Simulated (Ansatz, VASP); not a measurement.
# One calculation of HfOs, two programs

File INCAR:

```
SYSTEM = HfOs
PREC     = Accurate       ! precision mode
ENCUT    = 520            ! plane-wave cutoff, eV
EDIFF    = 1E-7           ! SCF threshold, eV
ISMEAR   = 1              ! smearing method
SIGMA    = 0.1            ! smearing width, eV
LREAL    = .FALSE.        ! projectors in reciprocal space
LASPH    = .TRUE.         ! aspherical terms in the spheres
NELM     = 60             ! most SCF steps
ALGO     = Normal         ! electronic algorithm
ISIF     = 2              ! what is computed and relaxed
LWAVE    = .FALSE.        ! write WAVECAR
LCHARG   = .TRUE.         ! write CHGCAR
GGA      = CA             ! functional
LELF     = .TRUE.         ! ELF
LVHAR    = .TRUE.       
NBANDS   = 16             ! bands
```

Contents of KPOINTS:

```
regular mesh
0
G
  3 3 3
  0 0 0
```

File POSCAR:

```
HfOs
1.0
    3.2390000000      0.0000000000      0.0000000000
    0.0000000000      3.2390000000      0.0000000000
    0.0000000000      0.0000000000      3.2390000000
Hf Os
1 1
Direct
    0.0000000000      0.0000000000      0.0000000000
    0.5000000000      0.5000000000      0.5000000000
```

Input for Ansatz:

```yaml
crystal:
  lattice:
    a: 3.239
    b: 3.239
    c: 3.239
    alpha: 90.0
    beta: 90.0
    gamma: 90.0
  atoms:
    - { symbol: Hf, position: [0.0, 0.0, 0.0] }
    - { symbol: Os, position: [0.5, 0.5, 0.5] }
kpoints:
  mp_grid:
    grid: [3, 3, 3]
hamiltonian:
  xc: lda
scf:
  occupations:
    method: methfessel_paxton
    width: 0.1
output:
  forces: true
  stress: true
```

Alike in both runs: task single point; functional LDA; k mesh 3 × 3 × 3; occupations methfessel-paxton of order 1, width 0.1 eV; no spin polarisation.

|  | VASP | Ansatz |
| --- | --- | --- |
| version | VASP 6.6.1 | Ansatz 0.2.0 |
| potentials or method | VASP PAW LDA potentials, release 64 (Hf_pv, Os) | plane waves, PAW |
| plane-wave cutoff (eV) | 520 | 420 |
| valence electrons in the cell | 18 | 42 |

```csv
,VASP,Ansatz,Ansatz less VASP
pressure (GPa),-8.6,-8.2,+0.37
```

LDA's correlation is that of Perdew and Zunger in VASP and of Perdew and Wang (1992) in Ansatz. VASP's potentials hold 18 valence electrons a cell and Ansatz's 42, so a difference there can come from the potentials and not from the codes.

The k mesh is coarse, so the values compare programs but aren't converged. Neither program's run includes spin-orbit coupling.
